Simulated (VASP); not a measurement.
Write the native input for VASP 6.6.1 that does the following.

```yaml
Task: single point
Functional: PBE
Potentials_or_basis: VASP PAW PBE potentials, release 64 (Re)
Cutoff: 520 eV
k_mesh: 18 × 18 × 1
Occupations: gaussian, width 0.1 eV
Spin: no spin polarisation
Dipole_correction: yes
Further_INCAR_settings: ALGO = Normal; EDIFF = 1e-06; NBANDS = 14
```

The structure of Re lies in POSCAR:

```
Re
1.0
    4.0705952201      0.0000003836      0.0000000000
   -2.0352979422      3.5252386774      0.0000000000
    0.0000000000      0.0000000000     23.8000000000
Re
2
Direct
    0.3333333333      0.6666666667      0.2941176471
    0.6666666667      0.3333333333      0.2941176471
```

The input as run:

INCAR

```
PREC = Accurate
ENCUT = 520
EDIFF = 1E-6
ISMEAR = 0
SIGMA = 0.1
LREAL = F
LASPH = T
NELM = 100
ALGO = Normal
ISIF = 2
LWAVE = F
LCHARG = F
LDIPOL = T
IDIPOL = 3
DIPOL = 0.5 0.5 0.294
GGA = PE
NBANDS = 14
```

KPOINTS

```
regular mesh
0
Gamma
  18 18 1
```

Potentials or basis: VASP PAW PBE potentials, release 64 (Re).

Command:

```console
$ cat potpaw_PBE.64/Re/POTCAR > POTCAR
$ mpirun -np 1 vasp_std > vasp.out
```

It gave:

| Quantity | Value |
| --- | --- |
| Band gap on the k mesh | zero (band 7 reaches -4.02 eV, above the bottom of band 8 at -5.14 eV) |

Caveat: spin-orbit coupling is left out, which moves the levels of the heavy elements.

Wall time 9 min on 1 thread of AMD EPYC 7571, with other jobs on the host, peak memory 0.46 GiB.
